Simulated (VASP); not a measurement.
# BaTiO3 (Amm2) in VASP: a series of runs, part 3 of 3

VASP 6.6.1. The steps go on from the part before.

### Step 4. Electric field gradients, PBEsol (12.61 Å³/atom)

Input file INCAR:

```
SYSTEM = BaTiO3
PREC = Accurate
ENCUT = 520
EDIFF = 1E-8
ISMEAR = -1
SIGMA = 0.05
LREAL = .False.
LASPH = .True.
NELM = 100
ALGO = Normal
ISIF = 2
LWAVE = .False.
LCHARG = .False.
GGA = PS
LEFG = .True.
NBANDS = 28
```

Input file KPOINTS:

```
regular mesh
0
Gamma
  8 8 8
  0 0 0
```

Input file POSCAR:

```
BaTiO3
1.0
    3.9573602681      0.0000000000      0.0000000000
    0.0000000000      2.8180088222      2.8267000956
    0.0000000000     -2.8180088222      2.8267000956
Ba Ti O
1 1 3
Direct
    0.0000000000      0.0000000000      0.0000000000
    0.5000000000      0.5079000000      0.5079000000
    0.0000000000      0.4921000000      0.4921000000
    0.5000000000      0.5025100000      0.9937100000
    0.5000000000      0.9937100000      0.5025100000
```

Potentials or basis: VASP PAW PBE potentials, release 64 (Ba_sv, Ti_sv, O).

Launch:

```console
$ cat potpaw_PBE.64/Ba_sv/POTCAR potpaw_PBE.64/Ti_sv/POTCAR potpaw_PBE.64/O/POTCAR > POTCAR
$ mpirun -np 1 vasp_std > vasp.out
```

OUTCAR:

```text
SYSTEM = BaTiO3
   PREC = Accurate
   ENCUT = 520
   EDIFF = 1E-8
   ISMEAR = -1
   LREAL = .False.
   LASPH = .True.
   NELM = 100
   ISIF = 2
   GGA = PS

 ion  position               nearest neighbor table
   1  0.000  0.000  0.000-   3 2.78   4 2.80   5 2.80   4 2.80   5 2.80   4 2.82   5 2.82   5 2.82
                             4 2.82   3 2.82   3 2.82   3 2.87   2 3.41   2 3.41   2 3.44   2 3.44
   2  0.500  0.508  0.508-   4 1.94   5 1.94   3 1.98   3 1.98   5 2.05   4 2.05   1 3.41   1 3.41
                             1 3.44   1 3.44   1 3.44   1 3.44   1 3.49   1 3.49
   3  0.000  0.492  0.492-   2 1.98   2 1.98   1 2.78   1 2.82   1 2.82   1 2.87
   4  0.500  0.503  0.994-   2 1.94   2 2.05   1 2.80   1 2.80   1 2.82   1 2.82
   5  0.500  0.994  0.503-   2 1.94   2 2.05   1 2.80   1 2.80   1 2.82   1 2.82

  LATTYP: Found a base centered orthorhombic cell.
 ALAT       =     5.6360176444
 B/A-ratio  =     1.0030841896
 C/A-ratio  =     0.7021554079

  Lattice vectors:

 A1 = (   0.0000000000,   2.8180088222,  -2.8267000956)
 A2 = (   0.0000000000,   2.8180088222,   2.8267000956)
 A3 = (   3.9573602681,   0.0000000000,   0.0000000000)

Analysis of symmetry for initial positions (statically):
=====================================================================
 Subroutine PRICEL returns:
 Original cell was already a primitive cell.

 Routine SETGRP: Setting up the symmetry group for a
 base centered orthorhombic supercell.

 Subroutine GETGRP returns: Found  4 space group operations
 (whereof  4 operations were pure point group operations)
 out of a pool of  8 trial point group operations.

The static configuration has the point symmetry C_2v.

Analysis of symmetry for dynamics (positions and initial velocities):
=====================================================================
 Subroutine PRICEL returns:
 Original cell was already a primitive cell.

 Routine SETGRP: Setting up the symmetry group for a
 base centered orthorhombic supercell.

 Subroutine GETGRP returns: Found  4 space group operations
 (whereof  4 operations were pure point group operations)
 out of a pool of  8 trial point group operations.

The dynamic configuration has the point symmetry C_2v.

 Subroutine INISYM returns: Found  4 space group operations
 (whereof  4 operations are pure point group operations),
 and found     1 'primitive' translations

----------------------------------------------------------------------------------------

                                     Primitive cell

  volume of cell :      63.0460

  direct lattice vectors                    reciprocal lattice vectors
     3.957360268  0.000000000  0.000000000     0.252693698  0.000000000  0.000000000
     0.000000000  2.818008822  2.826700096     0.000000000  0.177430247  0.176884701
     0.000000000 -2.818008822  2.826700096     0.000000000 -0.177430247  0.176884701

  length of vectors
     3.957360268  3.991416685  3.991416685     0.252693698  0.250538799  0.250538799

  position of ions in fractional coordinates (direct lattice)
     0.000000000  0.000000000  0.000000000
     0.500000000  0.507900000  0.507900000
     0.000000000  0.492100000  0.492100000
     0.500000000  0.502510000  0.993710000
     0.500000000  0.993710000  0.502510000

[... 102 lines left out ...]
  Thomas-Fermi vector in A             =   2.529056
   LORBIT       =      0    0 simple, 1 ext, 2 COOP (PROOUT), +10 PAW based schemes
   GGA     = PS    functional components
   LHFCALC =     F    Hartree Fock is set to
   AEXX    =    0.0000 exact exchange contribution
   IVDW    =     0    specifies the selected vdW correction
   LEPSILON=     F    determine dielectric tensor
   LRPA    =     F    only Hartree local field effects (RPA)
 non-spin polarized calculation
  energy-cutoff  :      520.00
  volume of cell :       63.05
 maximum number of plane-waves:      1743
 NGX is ok and might be reduce to    30
   NGX = 15   NGY = 15   NGZ = 15

 number of electron      40.0000001 magnetization

 Free energy of the ion-electron system (eV)
  ---------------------------------------------------
  ext. energy  EPLUGINS =         0.00000000
  ---------------------------------------------------
  free energy    TOTEN  =       -41.98201071 eV

  energy without entropy =      -41.98201070  energy(sigma->0) =      -41.98201071

 E-fermi :   4.7425     XC(G=0): -11.6048

 val. band max:        3.8238503591   @ k =   0.5000   0.5000   0.5000
 cond. band min:       5.6079627263   @ k =   0.0000   0.0000   0.0000
 fundamental gap:      1.7841123672
 Fermi energy:         4.7424901344

 k-point     1 :       0.0000    0.0000    0.0000
  band No.  band energies     occupation
      1     -52.4372      2.00000
      2     -28.7796      2.00000
      3     -28.7772      2.00000
      4     -28.7738      2.00000
      5     -20.9053      2.00000
      6     -13.0315      2.00000
[... 733 lines left out ...]
     27      11.9093      0.00000
     28      13.5318      0.00000

 [... further k-points ...]

------------------------ aborting loop because EDIFF is reached ----------------------------------------

  FORCE on cell =-STRESS in cart. coord.  units (eV):
  Direction    XX          YY          ZZ          XY          YZ          ZX
  --------------------------------------------------------------------------------------
  -------------------------------------------------------------------------------------
  Total        0.6826479      0.3918479      0.0998706      0.0000000      0.0000000      0.0000000
  in kB       17.3480105      9.9579606      2.5379932      0.0000000      0.0000000      0.0000000
  external PRESSURE =       9.9479881 kB  Pullay stress =       0.0000000 kB

 VOLUME and BASIS-vectors are now :
 -----------------------------------------------------------------------------
  energy-cutoff  :      520.00
  volume of cell :       63.05
      direct lattice vectors                 reciprocal lattice vectors
     3.957360268  0.000000000  0.000000000     0.252693698  0.000000000  0.000000000
     0.000000000  2.818008822  2.826700096     0.000000000  0.177430247  0.176884701
     0.000000000 -2.818008822  2.826700096     0.000000000 -0.177430247  0.176884701

 POSITION                                       TOTAL-FORCE (eV/Angst)
 -----------------------------------------------------------------------------------
      0.00000      0.00000      0.00000         0.000000      0.000000      0.089166
      1.97868      0.00000      2.87136         0.000000      0.000000      0.131155
      0.00000      0.00000      2.78204         0.000000      0.000000      0.092698
      1.97868     -1.38421      4.22937         0.000000     -0.028535     -0.156510
      1.97868      1.38421      4.22937         0.000000      0.028535     -0.156510
 -----------------------------------------------------------------------------------
    total drift:                                0.000000     -0.000000     -0.000029

  FREE ENERGIE OF THE ION-ELECTRON SYSTEM (eV)
  ---------------------------------------------------
  free  energy   TOTEN  =       -41.9820107060 eV

  energy  without entropy=      -41.9820107049  energy(sigma->0) =      -41.98201071

 Electric field gradients (V/A^2)
---------------------------------------------------------------------
 ion       V_xx      V_yy      V_zz      V_xy      V_xz      V_yz
---------------------------------------------------------------------
   1       0.719    -1.401     0.682     0.000     0.000    -0.000
   2      -6.049     3.189     2.860    -0.000     0.000     0.000
   3      20.450    -9.792   -10.658    -0.000    -0.000     0.000
   4     -11.258     5.123     6.135    -0.000     0.000   -15.454
   5     -11.258     5.123     6.135    -0.000     0.000    15.454
---------------------------------------------------------------------

 Electric field gradients after diagonalization (V/A^2)
 (convention: |V_zz| > |V_xx| > |V_yy|)
----------------------------------------------------------------------
 ion       V_xx      V_yy      V_zz     asymmetry (V_yy - V_xx)/ V_zz
----------------------------------------------------------------------
   1       0.719     0.682    -1.401       0.026
   2       3.189     2.860    -6.049       0.054
   3     -10.658    -9.792    20.450       0.042
   4     -11.258    -9.833    21.091       0.068
   5     -11.258    -9.833    21.091       0.068
----------------------------------------------------------------------

           NMR quadrupolar parameters

 Cq : quadrupolar parameter    Cq=e*Q*V_zz/h
 eta: asymmetry parameters     (V_yy - V_xx)/ V_zz
 Q  : nuclear electric quadrupole moment in mb (millibarn)
----------------------------------------------------------------------
 ion       Cq(MHz)       eta       Q (mb)
----------------------------------------------------------------------
   1      -0.003       0.026       1.000
   2      -0.015       0.054       1.000
   3       0.049       0.042       1.000
   4       0.051       0.068       1.000
   5       0.051       0.068       1.000
----------------------------------------------------------------------
```

stdout:

```text
POSCAR found type information on POSCAR BaTiO
 POSCAR found :  3 types and       5 ions
 scaLAPACK will be used
 -----------------------------------------------------------------------------
|                                                                             |
|                                                                             |
|     You enforced a specific xc type in the INCAR file but a different       |
|     I HOPE YOU KNOW WHAT YOU ARE DOING!                                     |
|                                                                             |
 -----------------------------------------------------------------------------

 LDA part: xc-table for (Slater+PW92), standard interpolation
 POSCAR, INCAR and KPOINTS ok, starting setup
 FFT: planning ... GRIDC
 FFT: planning ... GRID_SOFT
 FFT: planning ... GRID
 WAVECAR not read
 entering main loop
ion   1

ion   2

ion   3

ion   4

ion   5
```

Wall time 1.9 min (1 thread of Intel Xeon 6975P-C (Granite Rapids), shared host); peak memory 0.3 GiB.

Results:

* Free energy: -41.9820 eV
* Pressure: 1.0 GPa
* Largest force: 0.159 eV/Å
* Band gap on the k mesh: 1.78 eV (least direct gap 1.94 eV)
* Largest electric field gradient by atom: Ba -1.4; Ti -6.0; O +20.4, +21.1 (each value once) V/Å²

Forces on the atoms (eV/Å):
```
Ba   0.000  0.000  0.089
Ti   0.000  0.000  0.131
O    0.000  0.000  0.093
O    0.000 -0.029 -0.157
O    0.000  0.029 -0.157
```

Electric field gradients, principal values (V/Å²):
| atom | least | middle | greatest (by size) |
| --- | --- | --- | --- |
| 1 Ba | 0.682 | 0.719 | -1.401 |
| 2 Ti | 2.860 | 3.189 | -6.049 |
| 3 O | -9.792 | -10.658 | 20.450 |
| 4 O | -9.833 | -11.258 | 21.091 |
| 5 O | -9.833 | -11.258 | 21.091 |

Caveat: without QUAD_EFG the Cq values of the log hold for a quadrupole moment of 1 mb, not for the nuclei; the PAW data sets were made with another functional, which shifts forces and pressure a little; spin-orbit coupling is left out, which moves the levels of the heavy elements. A k mesh can miss the band edges.
